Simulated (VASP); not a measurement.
# Zr12B (a cell with a defect) in VASP: further runs

Runs on Zr12B (a cell with a defect). Level: PBE. Tasks: single point.

All numbers are computed with VASP 6.6.1; they aren't measurements. Logs are shortened: lines on timing, memory, paths and dates and some standing lists are left out, and cuts for length are marked.

**1. The cell of the first run**

The cell holds a defect, 13 atoms: a = 6.460 Å, b = 9.690 Å, c = 5.145 Å, α = 90.00°, β = 90.00°, γ = 120.00°.

**2. Single point, PBE**

INCAR reads:

```
SYSTEM = Zr12B
PREC = Accurate
ENCUT = 520
EDIFF = 1E-6
ISMEAR = 0
SIGMA = 0.1
LREAL = .False.
LASPH = .True.
NELM = 100
ALGO = Normal
ISIF = 2
LWAVE = .False.
LCHARG = .False.
GGA = PE
NBANDS = 86
```

KPOINTS reads:

```
Automatic mesh
0
Gamma
  3 2 3
  0 0 0
```

POSCAR reads:

```
Zr12B
1.0
    6.4600000000      0.0000000000      0.0000000000
   -4.8450000000      8.3917860000      0.0000000000
    0.0000000000      0.0000000000      5.1453900000
Zr B
12 1
Direct
    0.0135356099     -0.0259409618      0.0180497494
    0.1736473836      0.2039110626      0.5106948161
    0.0247042859      0.3188699045      0.0061398650
    0.1813879672      0.5513139873      0.4779464725
   -0.0549184189      0.6013985581     -0.0191439327
    0.1770202588      0.8732610674      0.5372397428
    0.5399771527      0.0386822305     -0.0156347721
    0.6971664469      0.2592041789      0.5005727457
    0.4739275150      0.3359126412      0.0069578788
    0.6618997187      0.5661919882      0.4866015987
    0.4943207370      0.6838856472     -0.0311743133
    0.6771894157      0.9084890868      0.4760552650
    0.2826256400      0.7990934230      1.1608185191
```

Potentials or basis: VASP PAW PBE potentials, release 64 (Zr_sv, B).

On the command line:

```bash
cat potpaw_PBE.64/Zr_sv/POTCAR potpaw_PBE.64/B/POTCAR > POTCAR
mpirun -np 1 vasp_std > vasp.out
```

OUTCAR:

```text
SYSTEM = Zr12B
   PREC = Accurate
   ENCUT = 520
   EDIFF = 1E-6
   ISMEAR = 0
   LREAL = .False.
   LASPH = .True.
   NELM = 100
   ISIF = 2
   GGA = PE

 ion  position               nearest neighbor table
   1  0.014  0.974  0.018-   6 3.04  12 3.05  11 3.13   7 3.14   2 3.19   6 3.20   2 3.25   9 3.27
                             3 3.31  12 3.39   5 3.42   7 3.42
   2  0.174  0.204  0.511-  12 3.05   9 3.07   9 3.10   3 3.12   8 3.15   3 3.16   1 3.19   6 3.22
                             1 3.25   4 3.35  10 3.35   8 3.38
   3  0.025  0.319  0.006-   9 2.82   7 2.95   5 3.03   4 3.12   2 3.12   2 3.16   8 3.17   8 3.22
                             1 3.31  11 3.32   4 3.35   9 3.64
   4  0.181  0.551  0.478-  13 2.70   8 2.99  10 3.03  11 3.09   3 3.12   5 3.14   6 3.15  11 3.16
                             5 3.16  12 3.34   2 3.35   3 3.35  10 3.43
   5  0.945  0.601  0.981-  13 2.26   9 2.84   3 3.03  10 3.05  10 3.10   4 3.14   4 3.16  11 3.22
                             6 3.23  11 3.38   1 3.42   6 3.67   8 3.79
   6  0.177  0.873  0.537-  13 2.29   1 3.04  12 3.09   7 3.10   4 3.15  10 3.18   1 3.20   2 3.22
                             5 3.23  12 3.43   7 3.52   8 3.57   5 3.67
   7  0.540  0.039  0.984-  13 2.26   3 2.95   6 3.10   8 3.10   9 3.12   1 3.14  12 3.15  12 3.21
                             8 3.24  11 3.30   1 3.42   6 3.52
   8  0.697  0.259  0.501-   4 2.99  10 3.10   7 3.10   2 3.15   3 3.17   9 3.19   3 3.22   7 3.24
                             9 3.24  12 3.34   2 3.38   6 3.57   5 3.79
   9  0.474  0.336  0.007-   3 2.82   5 2.84   2 3.07   2 3.10   7 3.12  10 3.14   8 3.19   8 3.24
                             1 3.27  10 3.30  11 3.31   3 3.64
  10  0.662  0.566  0.487-   4 3.03   5 3.05   8 3.10   5 3.10   9 3.14  11 3.14   6 3.18  12 3.27
                            11 3.29   9 3.30   2 3.35   4 3.43
  11  0.494  0.684  0.969-  13 2.37   4 3.09   1 3.13  10 3.14  12 3.16   4 3.16  12 3.22   5 3.22
                            10 3.29   7 3.30   9 3.31   3 3.32   5 3.38
  12  0.677  0.908  0.476-  13 2.75   1 3.05   2 3.05   6 3.09   7 3.15  11 3.16   7 3.21  11 3.22
                            10 3.27   8 3.34   4 3.34   1 3.39   6 3.43
  13  0.283  0.799  0.161-   5 2.26   7 2.26   6 2.29  11 2.37   4 2.70  12 2.75

  LATTYP: Found a simple monoclinic cell.
 ALAT       =     6.4600000000
 B/A-ratio  =     0.7965000000
 C/A-ratio  =     1.3228756308
 COS(beta)  =    -0.1889822400

  Lattice vectors:

 A1 = (   6.4600000000,   0.0000000000,   0.0000000000)
 A2 = (   0.0000000000,   0.0000000000,   5.1453900000)
 A3 = (  -1.6150000000,  -8.3917860000,   0.0000000000)

Analysis of symmetry for initial positions (statically):
=====================================================================
 Subroutine PRICEL returns:
 Original cell was already a primitive cell.

[... 165 lines left out ...]
   IMIX   =      4    mixing-type and parameters
     AMIX     =   0.40;   BMIX     =  1.00
     AMIX_MAG =   1.60;   BMIX_MAG =  1.00
  volume/ion in A,a.u.               =      21.46       144.80
  Fermi-wavevector in a.u.,A,eV,Ry     =   1.322347  2.498874 23.791180  1.748602
  Thomas-Fermi vector in A             =   2.452035
   LORBIT       =      0    0 simple, 1 ext, 2 COOP (PROOUT), +10 PAW based schemes
   GGA     = PE    functional components
   LHFCALC =     F    Hartree Fock is set to
   AEXX    =    0.0000 exact exchange contribution
   IVDW    =     0    specifies the selected vdW correction
   LEPSILON=     F    determine dielectric tensor
   LRPA    =     F    only Hartree local field effects (RPA)
 non-spin polarized calculation
 Gauss-broadening in eV      SIGMA  =   0.10
  energy-cutoff  :      520.00
  volume of cell :      278.94
 maximum number of plane-waves:      7545
   NGX = 25   NGY = 37   NGZ = 19

 number of electron     147.0000000 magnetization

 Free energy of the ion-electron system (eV)
  ---------------------------------------------------
  ext. energy  EPLUGINS =         0.00000000
  ---------------------------------------------------
  free energy    TOTEN  =      -108.42514970 eV

  energy without entropy =     -108.34719407  energy(sigma->0) =     -108.38617189

 E-fermi :   8.9992     XC(G=0): -11.2150

 val. band max:        8.9822211475   @ k =   0.3333   0.0000   0.3333
 cond. band min:       9.0117923183   @ k =  -0.3333   0.0000   0.3333
 fundamental gap:      0.0295711708
 Fermi energy:         8.9992412735

 k-point     1 :       0.0000    0.0000    0.0000
  band No.  band energies     occupation
      1     -39.6939      2.00000
      2     -39.5889      2.00000
      3     -39.5387      2.00000
      4     -39.5173      2.00000
      5     -39.4712      2.00000
      6     -39.4258      2.00000
[... 869 lines left out ...]
     84      10.0603      0.00000
     85      10.2242      0.00000
 [bands above 85 left out]

------------------------ aborting loop because EDIFF is reached ----------------------------------------

  FORCE on cell =-STRESS in cart. coord.  units (eV):
  Direction    XX          YY          ZZ          XY          YZ          ZX
  --------------------------------------------------------------------------------------
  -------------------------------------------------------------------------------------
  Total        7.2975229      5.1261536      3.9185902      3.1378684      1.9375036     -3.0276831
  in kB       41.9160965     29.4440114     22.5079124     18.0235396     11.1287886    -17.3906490
  external PRESSURE =      31.2893401 kB  Pullay stress =       0.0000000 kB

 VOLUME and BASIS-vectors are now :
 -----------------------------------------------------------------------------
  energy-cutoff  :      520.00
  volume of cell :      278.94
      direct lattice vectors                 reciprocal lattice vectors
     6.460000000  0.000000000  0.000000000     0.154798762  0.089373108  0.000000000
    -4.845000000  8.391786000  0.000000000     0.000000000  0.119164145  0.000000000
     0.000000000  0.000000000  5.145390000     0.000000000  0.000000000  0.194348728

 POSITION                                       TOTAL-FORCE (eV/Angst)
 -----------------------------------------------------------------------------------
     -4.63188      8.17409      0.09287         0.014370     -0.004066      0.304601
      0.13381      1.71118      2.62772        -0.134756      0.079557      0.058254
     -1.38534      2.67589      0.03159        -0.046646      0.003749     -0.030570
     -1.49935      4.62651      2.45922        -0.065890      0.128440     -0.274734
      3.19145      5.04681      5.04689         0.036855      0.185496     -0.229309
     -3.08740      7.32822      2.76431        -0.132742      0.199555      0.326543
      3.30084      0.32461      5.06494         0.167546     -0.254775     -0.187633
      3.24785      2.17519      2.57564        -0.134245      0.004199     -0.116159
      1.43408      2.81891      0.03580         0.138854     -0.182310     -0.054959
      1.53267      4.75136      2.50375        -0.048842     -0.001609     -0.217534
     -0.12011      5.73902      4.98499         0.042434     -0.087006     -0.319539
     -0.02699      7.62385      2.44949        -0.144589     -0.067893     -0.198806
     -2.04585      6.70582      0.82747         0.307652     -0.003337      0.939846
 -----------------------------------------------------------------------------------
    total drift:                               -0.000061      0.000501      0.000287

  FREE ENERGIE OF THE ION-ELECTRON SYSTEM (eV)
  ---------------------------------------------------
  free  energy   TOTEN  =      -108.4251497044 eV

  energy  without entropy=     -108.3471940738  energy(sigma->0) =     -108.38617189
```

stdout:

```text
POSCAR found type information on POSCAR ZrB
 POSCAR found :  2 types and      13 ions
 scaLAPACK will be used
 LDA part: xc-table for (Slater+PW92), standard interpolation
 -----------------------------------------------------------------------------
|                                                                             |
|           W    W    AA    RRRRR   N    N  II  N    N   GGGG   !!!           |
|           W    W   A  A   R    R  NN   N  II  NN   N  G    G  !!!           |
|           W    W  A    A  R    R  N N  N  II  N N  N  G       !!!           |
|           W WW W  AAAAAA  RRRRR   N  N N  II  N  N N  G  GGG   !            |
|           WW  WW  A    A  R   R   N   NN  II  N   NN  G    G                |
|           W    W  A    A  R    R  N    N  II  N    N   GGGG   !!!           |
|                                                                             |
|     Your reciprocal lattice and k-lattice belong to different lattice       |
|     classes:                                                                |
|                                                                             |
|        The reciprocal lattice is simple monoclinic,                         |
|        whereas your k-lattice is hexagonal.                                 |
|                                                                             |
|     Results are often still useful ...                                      |
|                                                                             |
 -----------------------------------------------------------------------------

 POSCAR, INCAR and KPOINTS ok, starting setup
 FFT: planning ... GRIDC
 FFT: planning ... GRID_SOFT
 FFT: planning ... GRID
 WAVECAR not read
 entering main loop
```

Run time: 8.6 min. Hardware: 1 thread of Intel Xeon 8259CL, shared host; peak memory 0.43 GiB.

What came out:

- Free energy: -108.4251 eV
- Pressure: 3.1 GPa
- Largest force: 0.989 eV/Å
- Band gap on the k mesh: zero (an odd number of electrons rules out a gap without spin polarisation)

Forces in eV/Å, atoms in the order of the input:
```
Zr   0.014 -0.004  0.305
Zr  -0.135  0.080  0.058
Zr  -0.047  0.004 -0.031
Zr  -0.066  0.128 -0.275
Zr   0.037  0.185 -0.229
Zr  -0.133  0.200  0.327
Zr   0.168 -0.255 -0.188
Zr  -0.134  0.004 -0.116
Zr   0.139 -0.182 -0.055
Zr  -0.049 -0.002 -0.218
Zr   0.042 -0.087 -0.320
Zr  -0.145 -0.068 -0.199
B    0.308 -0.003  0.940
```

Stress tensor (GPa, compression positive):
```
 4.19  1.80 -1.74
 1.80  2.94  1.11
-1.74  1.11  2.25
```

Levels at points of the mesh, in eV from the Fermi level:
| k point | band 71 | band 72 | band 73 | band 74 | band 75 | band 76 | band 77 | band 78 |
| --- | --- | --- | --- | --- | --- | --- | --- | --- |
| (0.00, 0.00, 0.00) | -0.18 | -0.04 | 0.07 | 0.22 | 0.28 | 0.45 | 0.53 | 0.79 |
| (0.00, 0.50, 0.00) | -0.08 | -0.08 | -0.03 | 0.20 | 0.37 | 0.45 | 0.48 | 0.68 |

Caveat: the k points lie up to 0.41 Å⁻¹ apart, too coarse for converged energies and pressures of a metal.

**3. Single point, PBE**

INCAR reads:

```
SYSTEM = Zr12B
PREC = Accurate
ENCUT = 520
EDIFF = 1E-6
ISMEAR = 0
SIGMA = 0.1
LREAL = .FALSE.
LASPH = .TRUE.
NELM = 60
ALGO = Normal
ISIF = 2
LWAVE = .FALSE.
LCHARG = .FALSE.
GGA = PE
NBANDS = 86
```

KPOINTS reads:

```
Automatic mesh
0
G
  3 2 3
  0 0 0
```

POSCAR reads:

```
Zr12B
1.0
    6.4600000000      0.0000000000      0.0000000000
   -4.8450000000      8.3917860000      0.0000000000
    0.0000000000      0.0000000000      5.1453900000
Zr B
12 1
Direct
    0.1207950391      0.0020573690      0.0253133387
    0.0950551970      0.1970269499      0.5096272586
   -0.0170916454      0.3568740909     -0.0013079669
    0.1212266257      0.5426355010      0.4699937225
   -0.0885510810      0.6478000035     -0.0381248069
    0.2670119951      0.8724139295      0.5513346899
    0.6781893764      0.0429102935      0.0027272957
    0.6235126616      0.2233842712      0.5148134544
    0.4543008895      0.3349898341     -0.0042024025
    0.5868012991      0.5228966754      0.4738548487
    0.4563955752      0.6758052457     -0.0275627309
    0.7485585852      0.8586950382      0.5081445721
    0.2957505236      0.8369804711      1.0898672404
```

Potentials or basis: VASP PAW PBE potentials, release 64 (Zr_sv, B).

On the command line:

```bash
cat potpaw_PBE.64/Zr_sv/POTCAR potpaw_PBE.64/B/POTCAR > POTCAR
mpirun -np 1 vasp_std > vasp.out
```

OUTCAR:

```text
SYSTEM = Zr12B
   PREC = Accurate
   ENCUT = 520
   EDIFF = 1E-6
   ISMEAR = 0
   LREAL = .FALSE.
   LASPH = .TRUE.
   NELM = 60
   ISIF = 2
   GGA = PE

 ion  position               nearest neighbor table
   1  0.121  0.002  0.025-  13 2.40   9 2.85   5 3.01   7 3.08   6 3.10   2 3.18  12 3.25   2 3.31
                             6 3.31  12 3.38   7 3.42   8 3.81  11 3.86   8 3.88
   2  0.095  0.197  0.510-  12 2.90  10 3.17   1 3.18   8 3.18   9 3.21   3 3.22   4 3.27   8 3.29
                             1 3.31   3 3.31   9 3.33   7 3.45   7 3.50   6 3.83
   3  0.983  0.357  0.999-   7 2.67   4 2.88  11 3.08   5 3.08   4 3.14   9 3.16   8 3.20   2 3.22
                             2 3.31   9 3.31   8 3.33
[... 1132 lines left out ...]
  energy-cutoff  :      520.00
  volume of cell :      278.94
      direct lattice vectors                 reciprocal lattice vectors
     6.460000000  0.000000000  0.000000000     0.154798762  0.089373108  0.000000000
    -4.845000000  8.391786000  0.000000000     0.000000000  0.119164145  0.000000000
     0.000000000  0.000000000  5.145390000     0.000000000  0.000000000  0.194348728

 POSITION                                       TOTAL-FORCE (eV/Angst)
 -----------------------------------------------------------------------------------
      0.77037      0.01727      0.13025        -0.010573     -0.034505      0.010098
     -0.34054      1.65341      2.62223        -0.006485     -0.008755     -0.006514
      4.62053      2.99481      5.13866        -0.003508     -0.001597      0.008631
     -1.84595      4.55368      2.41830         0.012522     -0.022555     -0.014587
      2.74937      5.43620      4.94922        -0.004475     -0.001079      0.010516
     -2.50195      7.32111      2.83683        -0.009809      0.020969      0.005226
      4.17320      0.36009      0.01403         0.000452     -0.005147     -0.006920
      2.94559      1.87459      2.64892         0.002624      0.009246      0.021437
      1.31176      2.81116      5.12377         0.010981      0.017747     -0.011561
      1.25730      4.38804      2.43817         0.004082     -0.007803     -0.005898
     -0.32596      5.67121      5.00357        -0.018508      0.004213     -0.012523
      0.67531      7.20598      2.61460         0.026167      0.028508      0.004369
     -2.14462      7.02376      0.46240        -0.003471      0.000760     -0.002275
 -----------------------------------------------------------------------------------
    total drift:                                0.000031      0.000056      0.000165

  FREE ENERGIE OF THE ION-ELECTRON SYSTEM (eV)
  ---------------------------------------------------
  free  energy   TOTEN  =      -108.3574312451 eV

  energy  without entropy=     -108.2725055942  energy(sigma->0) =     -108.31496842
```

OSZICAR:

```text
N       E                     dE             d eps       ncg     rms          rms(c)
DAV:   1     0.167336784387E+04    0.16734E+04   -0.77293E+04  1720   0.171E+03
DAV:   2     0.511705955689E+02   -0.16222E+04   -0.15882E+04  1908   0.523E+02
DAV:   3    -0.967111371120E+02   -0.14788E+03   -0.14247E+03  2744   0.111E+02
DAV:   4    -0.114568580183E+03   -0.17857E+02   -0.17553E+02  2544   0.340E+01
DAV:   5    -0.116115726093E+03   -0.15471E+01   -0.15410E+01  2456   0.806E+00    0.408E+01
DAV:   6    -0.109046991014E+03    0.70687E+01   -0.37985E+01  2026   0.176E+01    0.158E+01
DAV:   7    -0.108998634659E+03    0.48356E-01   -0.11378E+01  2392   0.120E+01    0.683E+00
DAV:   8    -0.108395499431E+03    0.60314E+00   -0.56536E+00  2240   0.830E+00    0.312E+00
DAV:   9    -0.108364989151E+03    0.30510E-01   -0.10402E+00  2248   0.400E+00    0.196E+00
DAV:  10    -0.108351945381E+03    0.13044E-01   -0.23320E-01  2176   0.216E+00    0.127E+00
DAV:  11    -0.108361574679E+03   -0.96293E-02   -0.81347E-02  2280   0.140E+00    0.334E-01
DAV:  12    -0.108357771363E+03    0.38033E-02   -0.26284E-02  2232   0.804E-01    0.156E-01
DAV:  13    -0.108357495132E+03    0.27623E-03   -0.44441E-03  2328   0.276E-01    0.694E-02
DAV:  14    -0.108357408670E+03    0.86462E-04   -0.63881E-04  2368   0.113E-01    0.462E-02
DAV:  15    -0.108357421876E+03   -0.13207E-04   -0.13478E-04  2344   0.502E-02    0.256E-02
DAV:  16    -0.108357428869E+03   -0.69926E-05   -0.42876E-05  2336   0.311E-02    0.828E-03
DAV:  17    -0.108357431492E+03   -0.26232E-05   -0.84153E-06  1864   0.139E-02    0.421E-03
DAV:  18    -0.108357431245E+03    0.24701E-06   -0.15955E-06  1192   0.704E-03
   1 F= -.10835743E+03 E0= -.10831497E+03  d E =-.849257E-01
```

stdout:

```text
POSCAR found type information on POSCAR ZrB
 POSCAR found :  2 types and      13 ions
 scaLAPACK will be used
 LDA part: xc-table for (Slater+PW92), standard interpolation
 -----------------------------------------------------------------------------
|                                                                             |
|           W    W    AA    RRRRR   N    N  II  N    N   GGGG   !!!           |
|           W    W   A  A   R    R  NN   N  II  NN   N  G    G  !!!           |
|           W    W  A    A  R    R  N N  N  II  N N  N  G       !!!           |
|           W WW W  AAAAAA  RRRRR   N  N N  II  N  N N  G  GGG   !            |
|           WW  WW  A    A  R   R   N   NN  II  N   NN  G    G                |
|           W    W  A    A  R    R  N    N  II  N    N   GGGG   !!!           |
|                                                                             |
|     Your reciprocal lattice and k-lattice belong to different lattice       |
|     classes:                                                                |
|                                                                             |
|        The reciprocal lattice is simple monoclinic,                         |
|        whereas your k-lattice is hexagonal.                                 |
|                                                                             |
|     Results are often still useful ...                                      |
|                                                                             |
 -----------------------------------------------------------------------------

 POSCAR, INCAR and KPOINTS ok, starting setup
 FFT: planning ... GRIDC
 FFT: planning ... GRID_SOFT
 FFT: planning ... GRID
 WAVECAR not read
 entering main loop
```

Wall time 4.2 min (1 thread of Intel Xeon Platinum 8488C (Sapphire Rapids), shared host); peak memory 0.43 GiB.

Results:

```yaml
Free_energy: -108.3574 eV
Pressure: 2.9 GPa
Largest_force: 0.039 eV/Å
Band_gap_on_the_k_mesh: zero (an odd number of electrons rules out a gap without spin polarisation)
```

Forces on the atoms (eV/Å):
```
Zr  -0.011 -0.035  0.010
Zr  -0.006 -0.009 -0.007
Zr  -0.004 -0.002  0.009
Zr   0.013 -0.023 -0.015
Zr  -0.004 -0.001  0.011
Zr  -0.010  0.021  0.005
Zr   0.000 -0.005 -0.007
Zr   0.003  0.009  0.021
Zr   0.011  0.018 -0.012
Zr   0.004 -0.008 -0.006
Zr  -0.019  0.004 -0.013
Zr   0.026  0.029  0.004
B   -0.003  0.001 -0.002
```

Caveat: the k points lie up to 0.41 Å⁻¹ apart, too coarse for converged energies and pressures of a metal.

[end of part 1 of 2]
